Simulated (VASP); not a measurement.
Input of a VASP 6.6.1 run:

INCAR

```
SYSTEM = Br
ALGO = Normal ; EDIFF = 1E-7
ENCUT = 520 ; GGA = PS
ISIF = 2 ; ISMEAR = 0
LASPH = .True. ; LCHARG = .True.
LELF = .True. ; LREAL = .False.
LVHAR = .True. ; LWAVE = .False.
NBANDS = 18 ; NELM = 100
PREC = Accurate ; SIGMA = 0.1
```

File KPOINTS:

```
k-points
0
Gamma
  9 9 18
  0 0 0
```

File POSCAR:

```
Br
1.0
    6.5113003822      0.0000000000      0.0000000000
   -3.2556501911      5.6389515426      0.0000000000
    0.0000000000      0.0000000000      2.5397646976
Br
3
Direct
    0.0000000000      0.0000000000      0.0000000000
    0.3333333333      0.6666666667      0.5000000000
    0.6666666667      0.3333333333      0.5000000000
```

Potentials or basis: VASP PAW PBE potentials, release 64 (Br).

The run is started by

```sh
$ cat potpaw_PBE.64/Br/POTCAR > POTCAR
$ mpirun -np 1 vasp_std > vasp.out
```

Task: Estimate the pressure.

Result: 0.0 GPa.

Task: What does it give for the band gap on the k mesh?

Result: Zero (an odd number of electrons rules out a gap without spin polarisation).

Stress tensor (GPa, compression positive):
```
-0.02  0.00  0.00
 0.00 -0.02  0.00
 0.00  0.00  0.09
```

Caveat: the PAW data sets were made with another functional, which shifts forces and pressure a little; an odd number of electrons without spin polarisation forces a metal; a magnetic or distorted state may lie lower.
